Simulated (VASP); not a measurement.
Here is a VASP 6.6.1 calculation.

Contents of INCAR:

```
SYSTEM = ZnCd7S8
  ALGO = Normal
  EDIFF = 1E-6
  ENCUT = 520
  GGA = PS
  ISIF = 2
  ISMEAR = 0
  LASPH = .True.
  LCHARG = .False.
  LREAL = Auto
  LWAVE = .False.
  NBANDS = 86
  NELM = 80
  PREC = Accurate
  SIGMA = 0.1
```

KPOINTS

```
k-points
0
Gamma
  4 3 3
  0 0 0
```

File POSCAR:

```
ZnCd7S8
1.0
    0.0000000000      0.0000000000     -6.6444863193
    4.0800931099      7.0669285660      0.0000000000
    4.0800931099     -7.0669285660      0.0000000000
Zn Cd S
1 7 8
Direct
    0.0014108236      0.1666666667      0.3333333333
    0.0016569941      0.1688529233      0.8344264617
    0.0016569941      0.6655735383      0.3311470767
    0.0016569941      0.6655735383      0.8344264617
    0.4982657994      0.3297278144      0.6594556288
    0.4982657994      0.3297278144      0.1702721856
    0.5033370097      0.8333333333      0.6666666667
    0.4982657994      0.8405443712      0.1702721856
    0.6496453893      0.1666666667      0.3333333333
    0.6223124987      0.1695150761      0.8347575380
    0.6223124987      0.6652424620      0.3304849239
    0.6223124987      0.6652424620      0.8347575380
    0.1180335698      0.3239449627      0.6478899253
    0.1180335698      0.3239449627      0.1760550373
    0.1248001913      0.8333333333      0.6666666667
    0.1180335698      0.8521100747      0.1760550373
```

Potentials or basis: VASP PAW PBE potentials, release 64 (Zn, Cd, S).

Command:

```bash
$ cat potpaw_PBE.64/Zn/POTCAR potpaw_PBE.64/Cd/POTCAR potpaw_PBE.64/S/POTCAR > POTCAR
$ mpirun -np 1 vasp_std > vasp.out
```

Task: Predict the pressure.

Result: 0.4 GPa.

Task: What does it give for the largest force?

Result: 0.039 eV/Å.

Forces in eV/Å, atoms in the order of the input:
```
Zn   0.000  0.000 -0.001
Cd   0.003  0.002 -0.005
Cd  -0.003  0.002 -0.005
Cd   0.000 -0.003 -0.005
Cd   0.004 -0.002  0.006
Cd   0.000  0.005  0.006
Cd   0.000  0.000 -0.001
Cd  -0.004 -0.002  0.006
S    0.000  0.000 -0.039
S    0.004  0.002  0.005
S   -0.004  0.002  0.005
S    0.000 -0.005  0.005
S   -0.018  0.010  0.007
S    0.000 -0.021  0.007
S    0.000  0.000  0.001
S    0.018  0.010  0.007
```

Caveat: the PAW data sets were made with another functional, which shifts forces and pressure a little.
